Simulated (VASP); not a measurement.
# Hg2Ru2O7 (Fd-3m) in VASP: a series of runs

Hg2Ru2O7 is run at these levels: PBE; tasks: single point, relaxation of cell and atoms.

Program: VASP 6.6.1. These are calculated values, not measurements. Logs are shortened: lines on timing, memory, paths and dates and some standing lists are left out, and cuts for length are marked.

## 1. The cell of the first run

It takes space group Fd-3m (No. 227, cubic). The conventional cell has a = 10.305 Å, b = 10.305 Å, c = 10.305 Å, α = 90.00°, β = 90.00°, γ = 90.00°. Hg (site symmetry -3m) has 8 O at 2.23 to 2.64 Å within 3.0 Å. Ru (site symmetry -3m) has 6 O at 1.94 Å within 2.6 Å. Within 2.8 Å of O (site symmetry 2mm) lie 2 Ru at 1.94 Å and 2 Hg at 2.64 Å and 8 O at 2.72 to 2.77 Å. Within 3.0 Å of O (site symmetry -43m) lie 4 Hg at 2.23 Å.

## 2. Single point, PBE

INCAR reads:

```
SYSTEM = Hg2Ru2O7
PREC = Accurate
ENCUT = 520
EDIFF = 1E-7
ISMEAR = -1
SIGMA = 0.1
LREAL = Auto
LASPH = .TRUE.
NELM = 100
ALGO = Normal
ISIF = 2
LWAVE = .FALSE.
LCHARG = .FALSE.
GGA = PE
NBANDS = 111
LUSENCCL = .FALSE.
```

KPOINTS reads:

```
Automatic mesh
0
G
  6 6 6
  0 0 0
```

POSCAR reads:

```
Hg2Ru2O7
1.0
    0.0000000000      5.1526336948      5.1526336948
    5.1526336948      0.0000000000      5.1526336948
    5.1526336948      5.1526336948      0.0000000000
Hg Ru O
4 4 14
Direct
    0.1250000000      0.1250000000      0.1250000000
    0.6250000000      0.1250000000      0.1250000000
    0.1250000000      0.1250000000      0.6250000000
    0.1250000000      0.6250000000      0.1250000000
    0.6250000000      0.6250000000      0.6250000000
    0.1250000000      0.6250000000      0.6250000000
    0.6250000000      0.6250000000      0.1250000000
    0.6250000000      0.1250000000      0.6250000000
    0.5598831113      0.9401168887      0.9401168887
    0.6901168887      0.3098831113      0.6901168887
    0.9401168887      0.5598831113      0.5598831113
    0.3098831113      0.6901168887      0.3098831113
    0.9401168887      0.5598831113      0.9401168887
    0.6901168887      0.6901168887      0.3098831113
    0.5598831113      0.9401168887      0.5598831113
    0.3098831113      0.3098831113      0.6901168887
    0.6901168887      0.3098831113      0.3098831113
    0.9401168887      0.9401168887      0.5598831113
    0.3098831113      0.6901168887      0.6901168887
    0.5598831113      0.5598831113      0.9401168887
    0.0000000000      0.0000000000      0.0000000000
    0.2500000000      0.2500000000      0.2500000000
```

Potentials or basis: VASP PAW PBE potentials, release 64 (Hg, Ru_pv, O).

Started as:

```
$ cat potpaw_PBE.64/Hg/POTCAR potpaw_PBE.64/Ru_pv/POTCAR potpaw_PBE.64/O/POTCAR > POTCAR
$ mpirun -np 1 vasp_std > vasp.out
```

OUTCAR:

```text
SYSTEM = Hg2Ru2O7
   PREC = Accurate
   ENCUT = 520
   EDIFF = 1E-7
   ISMEAR = -1
   LREAL = Auto
   LASPH = .TRUE.
   NELM = 100
   ISIF = 2
   GGA = PE

 ion  position               nearest neighbor table
   1  0.125  0.125  0.125-  21 2.23  22 2.23  13 2.64  16 2.64  17 2.64  18 2.64   9 2.64  12 2.64
                             4 3.64   2 3.64   3 3.64   3 3.64   4 3.64   2 3.64
   2  0.625  0.125  0.125-  21 2.23  22 2.23  14 2.64  15 2.64  17 2.64  20 2.64   9 2.64  10 2.64
                             1 3.64   3 3.64   4 3.64   1 3.64   3 3.64   4 3.64
   3  0.125  0.125  0.625-  21 2.23  22 2.23  15 2.64  16 2.64  18 2.64  19 2.64  10 2.64  11 2.64
                             1 3.64   1 3.64   2 3.64   4 3.64   4 3.64   2 3.64
   4  0.125  0.625  0.125-  21 2.23  22 2.23  13 2.64  14 2.64  19 2.64  20 2.64  11 2.64  12 2.64
                             1 3.64   3 3.64   1 3.64   2 3.64   3 3.64   2 3.64
   5  0.625  0.625  0.625-  10 1.94  11 1.94  14 1.94  15 1.94  19 1.94  20 1.94
   6  0.125  0.625  0.625-  11 1.94  12 1.94  13 1.94  16 1.94  18 1.94  19 1.94
   7  0.625  0.625  0.125-   9 1.94  12 1.94  13 1.94  14 1.94  17 1.94  20 1.94
   8  0.625  0.125  0.625-   9 1.94  10 1.94  15 1.94  16 1.94  17 1.94  18 1.94
   9  0.560  0.940  0.940-   7 1.94   8 1.94   1 2.64   2 2.64
  10  0.690  0.310  0.690-   5 1.94   8 1.94   2 2.64   3 2.64
  11  0.940  0.560  0.560-   5 1.94   6 1.94   3 2.64   4 2.64
  12  0.310  0.690  0.310-   6 1.94   7 1.94   1 2.64   4 2.64
  13  0.940  0.560  0.940-   6 1.94   7 1.94   1 2.64   4 2.64
  14  0.690  0.690  0.310-   5 1.94   7 1.94   2 2.64   4 2.64
  15  0.560  0.940  0.560-   5 1.94   8 1.94   2 2.64   3 2.64
  16  0.310  0.310  0.690-   6 1.94   8 1.94   1 2.64   3 2.64
  17  0.690  0.310  0.310-   7 1.94   8 1.94   1 2.64   2 2.64
  18  0.940  0.940  0.560-   6 1.94   8 1.94   1 2.64   3 2.64
  19  0.310  0.690  0.690-   5 1.94   6 1.94   3 2.64   4 2.64
  20  0.560  0.560  0.940-   5 1.94   7 1.94   2 2.64   4 2.64
  21  0.000  0.000  0.000-   1 2.23   2 2.23   3 2.23   4 2.23
  22  0.250  0.250  0.250-   1 2.23   2 2.23   3 2.23   4 2.23

  LATTYP: Found a face centered cubic cell.
 ALAT       =    10.3052673896

  Lattice vectors:

 A1 = (   0.0000000000,   5.1526336948,   5.1526336948)
 A2 = (   5.1526336948,   0.0000000000,   5.1526336948)
 A3 = (   5.1526336948,   5.1526336948,   0.0000000000)

Analysis of symmetry for initial positions (statically):
=====================================================================
 Subroutine PRICEL returns:
 Original cell was already a primitive cell.

 Routine SETGRP: Setting up the symmetry group for a
 face centered cubic supercell.

 Subroutine GETGRP returns: Found 48 space group operations
 (whereof 24 operations were pure point group operations)
 out of a pool of 48 trial point group operations.

The static configuration has the point symmetry T_d .
 The point group associated with its full space group is O_h .

Analysis of symmetry for dynamics (positions and initial velocities):
=====================================================================
 Subroutine PRICEL returns:
 Original cell was already a primitive cell.

 Routine SETGRP: Setting up the symmetry group for a
 face centered cubic supercell.

 Subroutine GETGRP returns: Found 48 space group operations
 (whereof 24 operations were pure point group operations)
 out of a pool of 48 trial point group operations.

The dynamic configuration has the point symmetry T_d .
 The point group associated with its full space group is O_h .

 Subroutine INISYM returns: Found 48 space group operations
 (whereof 24 operations are pure point group operations),
 and found     1 'primitive' translations

----------------------------------------------------------------------------------------

                                     Primitive cell

  volume of cell :     273.6011

  direct lattice vectors                    reciprocal lattice vectors
     0.000000000  5.152633695  5.152633695    -0.097037754  0.097037754  0.097037754
     5.152633695  0.000000000  5.152633695     0.097037754 -0.097037754  0.097037754
     5.152633695  5.152633695  0.000000000     0.097037754  0.097037754 -0.097037754

  length of vectors
     7.286924453  7.286924453  7.286924453     0.168074320  0.168074320  0.168074320

  position of ions in fractional coordinates (direct lattice)
     0.125000000  0.125000000  0.125000000
     0.625000000  0.125000000  0.125000000
     0.125000000  0.125000000  0.625000000
     0.125000000  0.625000000  0.125000000
     0.625000000  0.625000000  0.625000000
     0.125000000  0.625000000  0.625000000
[... 14 lines left out ...]
     0.000000000  0.000000000  0.000000000
     0.250000000  0.250000000  0.250000000

  ion indices of the primitive-cell ions
   primitive index   ion index
                 1           1
                 2           2
                 3           3
                 4           4
                 5           5
                 6           6
[... 14 lines left out ...]
                21          21
                22          22

----------------------------------------------------------------------------------------

 KPOINTS: Automatic mesh

Automatic generation of k-mesh.
 Grid dimensions read from file:
 generate k-points for:    6    6    6

 Generating k-lattice:

  Cartesian coordinates                     Fractional coordinates (reciprocal lattice)
    -0.016172959  0.016172959  0.016172959     0.166666667  0.000000000  0.000000000
     0.016172959 -0.016172959  0.016172959     0.000000000  0.166666667  0.000000000
     0.016172959  0.016172959 -0.016172959     0.000000000  0.000000000  0.166666667

  Length of vectors
     0.028012387  0.028012387  0.028012387

  Shift w.r.t. Gamma in fractional coordinates (k-lattice)
     0.000000000  0.000000000  0.000000000

 Subroutine IBZKPT returns following result:
 ===========================================

 Found     16 irreducible k-points:

 Following reciprocal coordinates:
            Coordinates               Weight
  0.000000  0.000000  0.000000      1.000000
  0.166667  0.000000  0.000000      8.000000
  0.333333  0.000000  0.000000      8.000000
  0.500000  0.000000  0.000000      4.000000
  0.166667  0.166667  0.000000      6.000000
  0.333333  0.166667  0.000000     24.000000
[... 8 lines left out ...]
 -0.333333  0.333333  0.166667     24.000000
 -0.333333  0.500000  0.166667     12.000000
   k-points           NKPTS =     16   k-points in BZ     NKDIM =     16   number of bands    NBANDS=    111
   number of dos      NEDOS =    301   number of ions     NIONS =     22
   total plane-waves  NPLWV = 157464
   dimension x,y,z NGX =    54 NGY =   54 NGZ =   54
   dimension x,y,z NGXF=   108 NGYF=  108 NGZF=  108
   ions per type =               4   4  14
   NGX,Y,Z   is equivalent  to a cutoff of  12.32, 12.32, 12.32 a.u.
   NGXF,Y,Z  is equivalent  to a cutoff of  24.64, 24.64, 24.64 a.u.
 SYSTEM =  Hg2Ru2O7
   PREC   = accura    normal or accurate (medium, high low for compatibility)
   ISTART =      0    job   : 0-new  1-cont  2-samecut
   ICHARG =      2    charge: 1-file 2-atom 10-const
   ISPIN  =      1    spin polarized calculation?
   LNONCOLLINEAR =      F non collinear calculations
   LSORBIT =      F    spin-orbit coupling
   LASPH  =      T    aspherical Exc in radial PAW
   ENCUT  =  520.0 eV  38.22 Ry    6.18 a.u.  13.55 13.55 13.55*2*pi/ulx,y,z
   NELM   =    100;   NELMIN=  2; NELMDL= -5     # of ELM steps
   EDIFF  = 0.1E-06   stopping-criterion for ELM
   LREAL  =      T    real-space projection
   EDIFFG = 0.1E-05   stopping-criterion for IOM
   NSW    =      0    number of steps for IOM
   IBRION =     -1    ionic relax: 0-MD 1-quasi-New 2-CG
   NFREE  =      0    steps in history (QN), initial steepest desc. (CG)
   ISIF   =      2    stress and relaxation
   ISYM   =      2    0-nonsym 1-usesym 2-fastsym
   POTIM  = 0.5000    time-step for ionic-motion
   TEBEG  =    0.0;   TEEND  =   0.0 temperature during run
   PSTRESS=    0.0 pullay stress
   NELECT =     188.0000    total number of electrons
   NUPDOWN=      -1.0000    fix difference up-down
   EMIN   =  10.00;   EMAX   =-10.00  energy-range for DOS
   EFERMI =   0.00;   METHOD = LEGACY
   ISMEAR =    -1;   SIGMA  =   0.10  broadening in eV -4-tet -1-fermi 0-gaus
   EFERMI_NEDOS =   21; number of points for ismear=-14 and -15
   IALGO  =     38    algorithm
   IMIX   =      4    mixing-type and parameters
     AMIX     =   0.40;   BMIX     =  1.00
     AMIX_MAG =   1.60;   BMIX_MAG =  1.00
  volume/ion in A,a.u.               =      12.44        83.93
  Fermi-wavevector in a.u.,A,eV,Ry     =   1.444624  2.729944 28.394525  2.086939
  Thomas-Fermi vector in A             =   2.562898
   LORBIT       =      0    0 simple, 1 ext, 2 COOP (PROOUT), +10 PAW based schemes
   GGA     = PE    functional components
   LHFCALC =     F    Hartree Fock is set to
   AEXX    =    0.0000 exact exchange contribution
   IVDW    =     0    specifies the selected vdW correction
   LEPSILON=     F    determine dielectric tensor
   LRPA    =     F    only Hartree local field effects (RPA)
 non-spin polarized calculation
  energy-cutoff  :      520.00
  volume of cell :      273.60
 maximum number of plane-waves:      7419
   NGX = 27   NGY = 27   NGZ = 27

 number of electron     187.9999990 magnetization

 Free energy of the ion-electron system (eV)
  ---------------------------------------------------
  ext. energy  EPLUGINS =         0.00000000
  ---------------------------------------------------
  free energy    TOTEN  =      -122.99851301 eV

  energy without entropy =     -122.51990389  energy(sigma->0) =     -122.75920845

 E-fermi :   3.9592     XC(G=0): -11.2833

 val. band max:        3.9549003620   @ k =   0.5000   0.1667   0.0000
 cond. band min:       3.9755554406   @ k =   0.3333   0.3333   0.0000
 fundamental gap:      0.0206550787
 Fermi energy:         3.9591563819

 k-point     1 :       0.0000    0.0000    0.0000
  band No.  band energies     occupation
      1     -40.2778      2.00000
      2     -40.2778      2.00000
      3     -40.2727      2.00000
      4     -40.2727      2.00000
      5     -40.2727      2.00000
      6     -40.2493      2.00000
[... 98 lines left out ...]
    105       6.9728      0.00000
    106       6.9728      0.00000

 k-point     2 :       0.1667    0.0000    0.0000
  band No.  band energies     occupation
      1     -40.2771      2.00000
      2     -40.2771      2.00000
      3     -40.2724      2.00000
      4     -40.2717      2.00000
      5     -40.2717      2.00000
      6     -40.2508      2.00000
[... 1518 lines left out ...]
 k-point    16 :      -0.3333    0.5000    0.1667
  band No.  band energies     occupation
      1     -40.2742      2.00000
      2     -40.2742      2.00000
      3     -40.2680      2.00000
      4     -40.2680      2.00000
      5     -40.2615      2.00000
      6     -40.2615      2.00000
[... 98 lines left out ...]
    105       7.3732      0.00000
    106       7.3733      0.00000
 [bands above 106 left out]

------------------------ aborting loop because EDIFF is reached ----------------------------------------

  FORCE on cell =-STRESS in cart. coord.  units (eV):
  Direction    XX          YY          ZZ          XY          YZ          ZX
  --------------------------------------------------------------------------------------
  -------------------------------------------------------------------------------------
  Total        0.8858602      0.8858602      0.8858602     -0.0000000      0.0000000     -0.0000000
  in kB        5.1874982      5.1874982      5.1874982     -0.0000000      0.0000000     -0.0000000
  external PRESSURE =       5.1874982 kB  Pullay stress =       0.0000000 kB

 VOLUME and BASIS-vectors are now :
 -----------------------------------------------------------------------------
  energy-cutoff  :      520.00
  volume of cell :      273.60
      direct lattice vectors                 reciprocal lattice vectors
     0.000000000  5.152633695  5.152633695    -0.097037754  0.097037754  0.097037754
     5.152633695  0.000000000  5.152633695     0.097037754 -0.097037754  0.097037754
     5.152633695  5.152633695  0.000000000     0.097037754  0.097037754 -0.097037754

 POSITION                                       TOTAL-FORCE (eV/Angst)
 -----------------------------------------------------------------------------------
      1.28816      1.28816      1.28816         0.000000      0.000000      0.000000
      1.28816      3.86448      3.86448         0.000000      0.000000      0.000000
      3.86448      3.86448      1.28816         0.000000      0.000000      0.000000
      3.86448      1.28816      3.86448         0.000000      0.000000      0.000000
      6.44079      6.44079      6.44079         0.000000      0.000000      0.000000
      6.44079      3.86448      3.86448         0.000000      0.000000      0.000000
[... 14 lines left out ...]
      0.00000      0.00000      0.00000         0.000000      0.000000      0.000000
      2.57632      2.57632      2.57632         0.000000      0.000000      0.000000
 -----------------------------------------------------------------------------------
    total drift:                               -0.000000      0.000000      0.000000

  FREE ENERGIE OF THE ION-ELECTRON SYSTEM (eV)
  ---------------------------------------------------
  free  energy   TOTEN  =      -122.9985130089 eV

  energy  without entropy=     -122.5199038914  energy(sigma->0) =     -122.75920845
```

Run time: 2.5 min. Hardware: 1 × NVIDIA H100 80GB with 1 thread of AMD EPYC 7R13 (Zen 3), shared host; peak memory 1.6 GiB.

Results:

```
Free energy            : -122.9985 eV
Pressure               : 0.5 GPa
Largest force          : 0.005 eV/Å
Band gap on the k mesh : zero (bands 94 and 95 overlap by 0.13 eV)
```

Forces in eV/Å, atoms in the order of the input:
```
Hg   0.000  0.000  0.000
Hg   0.000  0.000  0.000
Hg   0.000  0.000  0.000
Hg   0.000  0.000  0.000
Ru   0.000  0.000  0.000
Ru   0.000  0.000  0.000
Ru   0.000  0.000  0.000
Ru   0.000  0.000  0.000
O   -0.005  0.000  0.000
O    0.000 -0.005  0.000
O    0.005  0.000  0.000
O    0.000  0.005  0.000
O    0.000 -0.005  0.000
O    0.000  0.000 -0.005
O    0.000  0.005  0.000
O    0.000  0.000  0.005
O    0.005  0.000  0.000
O    0.000  0.000 -0.005
O   -0.005  0.000  0.000
O    0.000  0.000  0.005
O    0.000  0.000  0.000
O    0.000  0.000  0.000
```

Levels at points of the mesh, in eV from the Fermi level:
| k point | band 92 | band 93 | band 94 | band 95 | band 96 | band 97 |
| --- | --- | --- | --- | --- | --- | --- |
| (0.00, 0.00, 0.00) | -0.71 | -0.71 | -0.71 | 0.19 | 0.19 | 0.19 |
| (0.50, 0.00, 0.00) | -0.36 | -0.36 | -0.25 | 0.30 | 0.30 | 0.33 |
| (0.50, 0.50, 0.00) | -0.40 | -0.24 | -0.24 | 0.09 | 0.09 | 0.34 |

Caveat: spin-orbit coupling is left out, which moves the levels of the heavy elements.

## 3. Relaxation of cell and atoms, PBE

This run uses another cell than the first one, of 12.06 Å³/atom.

INCAR reads:

```
SYSTEM = Hg2Ru2O7
ALGO = Normal
EDIFF = 1E-6
EDIFFG = -0.01
ENCUT = 600
GGA = PE
IBRION = 2
ISIF = 3
ISMEAR = -1
LASPH = .TRUE.
LCHARG = .FALSE.
LREAL = Auto
LUSENCCL = .FALSE.
LWAVE = .FALSE.
NELM = 80
NSW = 80
PREC = Accurate
SIGMA = 0.1
```

KPOINTS reads:

```
k-points
0
G
  6 6 6
  0 0 0
```

POSCAR reads:

```
Hg2Ru2O7
1.0
    0.0000000000      5.1005450000      5.1005450000
    5.1005450000      0.0000000000      5.1005450000
    5.1005450000      5.1005450000      0.0000000000
Hg Ru O
4 4 14
Direct
    0.1250000000      0.1250000000      0.1250000000
    0.6250000000      0.1250000000      0.1250000000
    0.1250000000      0.1250000000      0.6250000000
    0.1250000000      0.6250000000      0.1250000000
    0.6250000000      0.6250000000      0.6250000000
    0.1250000000      0.6250000000      0.6250000000
    0.6250000000      0.6250000000      0.1250000000
    0.6250000000      0.1250000000      0.6250000000
    0.5580000000      0.9420000000      0.9420000000
    0.6920000000      0.3080000000      0.6920000000
    0.9420000000      0.5580000000      0.5580000000
    0.3080000000      0.6920000000      0.3080000000
    0.9420000000      0.5580000000      0.9420000000
    0.6920000000      0.6920000000      0.3080000000
    0.5580000000      0.9420000000      0.5580000000
    0.3080000000      0.3080000000      0.6920000000
    0.6920000000      0.3080000000      0.3080000000
    0.9420000000      0.9420000000      0.5580000000
    0.3080000000      0.6920000000      0.6920000000
    0.5580000000      0.5580000000      0.9420000000
    0.0000000000      0.0000000000      0.0000000000
    0.2500000000      0.2500000000      0.2500000000
```

Potentials or basis: VASP PAW PBE potentials, release 64 (Hg, Ru_pv, O).

Started as:

```
$ cat potpaw_PBE.64/Hg/POTCAR potpaw_PBE.64/Ru_pv/POTCAR potpaw_PBE.64/O/POTCAR > POTCAR
$ mpirun -np 1 vasp_std > vasp.out
```

Wall time 11 min (1 × NVIDIA H100 80GB with 1 thread of AMD EPYC 7R13 (Zen 3), shared host); peak memory 1.7 GiB.

Results (log left out):

```yaml
Free_energy: -123.0018 eV
Relaxed_volume: 12.48 Å³/atom
Relaxed_cell: a = 7.295 Å, b = 7.295 Å, c = 7.295 Å, α = 60.00°, β = 60.00°, γ = 60.00°
Space_group_after_relaxing_to_0.1_Å: Fd-3m (No. 227)
Energy_gained_by_relaxing: 7.3 meV/atom
Ionic_steps: 7
Pressure_after_relaxing: -0.1 GPa
Band_gap_on_the_k_mesh: zero (bands 94 and 95 overlap by 0.13 eV)
```

The path:
| step | energy change (eV) | largest force (eV/Å) | pressure (GPa) | volume (Å³) |
| --- | --- | --- | --- | --- |
| 1 | 0.0000 | 0.0639 | 5.64 | 265.39 |
| 2 | 0.0141 | 0.3592 | -5.36 | 282.05 |
| 3 | -0.1347 | 0.2089 | -0.02 | 273.29 |
| 4 | -0.1347 | 0.2117 | -0.13 | 273.45 |
| 5 | -0.1529 | 0.1163 | -0.10 | 273.93 |
| 6 | -0.1598 | 0.0190 | -0.08 | 274.38 |
| 7 | -0.1600 | 0.0010 | -0.07 | 274.46 |

Final structure:
```cif
data_structure
_symmetry_space_group_name_H-M 'P 1'
_symmetry_Int_Tables_number 1
_cell_length_a 7.2946
_cell_length_b 7.2946
_cell_length_c 7.2946
_cell_angle_alpha 60.000
_cell_angle_beta 60.000
_cell_angle_gamma 60.000
_cell_volume 274.46
loop_
_atom_site_label
_atom_site_type_symbol
_atom_site_fract_x
_atom_site_fract_y
_atom_site_fract_z
_atom_site_occupancy
Hg1 Hg 0.12500 0.12500 0.12500 1
Hg2 Hg 0.62500 0.12500 0.12500 1
Hg3 Hg 0.12500 0.12500 0.62500 1
Hg4 Hg 0.12500 0.62500 0.12500 1
Ru1 Ru 0.62500 0.62500 0.62500 1
Ru2 Ru 0.12500 0.62500 0.62500 1
Ru3 Ru 0.62500 0.62500 0.12500 1
Ru4 Ru 0.62500 0.12500 0.62500 1
O1 O 0.56006 0.93994 0.93994 1
O2 O 0.68994 0.31006 0.68994 1
O3 O 0.93994 0.56006 0.56006 1
O4 O 0.31006 0.68994 0.31006 1
O5 O 0.93994 0.56006 0.93994 1
O6 O 0.68994 0.68994 0.31006 1
O7 O 0.56006 0.93994 0.56006 1
O8 O 0.31006 0.31006 0.68994 1
O9 O 0.68994 0.31006 0.31006 1
O10 O 0.93994 0.93994 0.56006 1
O11 O 0.31006 0.68994 0.68994 1
O12 O 0.56006 0.56006 0.93994 1
O13 O 0.00000 0.00000 0.00000 1
O14 O 0.25000 0.25000 0.25000 1
```

Levels at points of the mesh, in eV from the Fermi level:
| k point | band 92 | band 93 | band 94 | band 95 | band 96 | band 97 |
| --- | --- | --- | --- | --- | --- | --- |
| (0.00, 0.00, 0.00) | -0.70 | -0.70 | -0.70 | 0.19 | 0.19 | 0.19 |
| (0.50, 0.00, 0.00) | -0.36 | -0.36 | -0.25 | 0.29 | 0.29 | 0.33 |
| (0.50, 0.50, 0.00) | -0.39 | -0.24 | -0.24 | 0.09 | 0.09 | 0.33 |

Caveat: spin-orbit coupling is left out, which moves the levels of the heavy elements.

The gap in the log of VASP goes by the Fermi energy; the results here count the filled bands.